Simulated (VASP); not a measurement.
Input of a VASP 6.6.1 run:

The input INCAR:

```
SYSTEM = CsMg2Br2
ALGO = Normal
EDIFF = 1E-7
EDIFFG = -0.01
ENCUT = 600
GGA = PE
IBRION = 2
ISIF = 3
ISMEAR = 0
LASPH = .TRUE.
LCHARG = .FALSE.
LREAL = .FALSE.
LWAVE = .FALSE.
NELM = 60
NSW = 100
PREC = Accurate
SIGMA = 0.1
```

Contents of KPOINTS:

```
k-points
0
G
  6 6 8
  0 0 0
```

Contents of POSCAR:

```
CsMg2Br2
1.0
    6.8583730697      0.0000000000      0.0000000000
   -3.4291865349      5.9395253070      0.0000000000
    0.0000000000      0.0000000000      5.4130918301
Cs Mg Br
1 2 2
Direct
    0.0000000000      0.0000000000      0.5000000000
    0.3333333333      0.6666666667      0.5000000000
    0.6666666667      0.3333333333      0.5000000000
    0.3333333333      0.6666666667      0.0000000000
    0.6666666667      0.3333333333      0.0000000000
```

Potentials or basis: VASP PAW PBE potentials, release 64 (Cs_sv, Mg, Br).

Launch:

```bash
$ cat potpaw_PBE.64/Cs_sv/POTCAR potpaw_PBE.64/Mg/POTCAR potpaw_PBE.64/Br/POTCAR > POTCAR
$ mpirun -np 1 vasp_std > vasp.out
```

Predict the relaxed volume.

44.07 Å³/atom.

Predict the space group after relaxing (to 0.05 Å).

P6/mmm (No. 191).

What does it give for the relaxed cell?

a = 6.861 Å, b = 6.861 Å, c = 5.405 Å, α = 90.00°, β = 90.00°, γ = 120.00°.

Step by step:
| step | energy change (eV) | largest force (eV/Å) | pressure (GPa) | volume (Å³) |
| --- | --- | --- | --- | --- |
| 1 | 0.0000 | 0.0000 | -0.02 | 220.50 |
| 2 | -0.0002 | 0.0000 | 0.01 | 220.37 |

Caveat: an odd number of electrons without spin polarisation forces a metal; a magnetic or distorted state may lie lower.
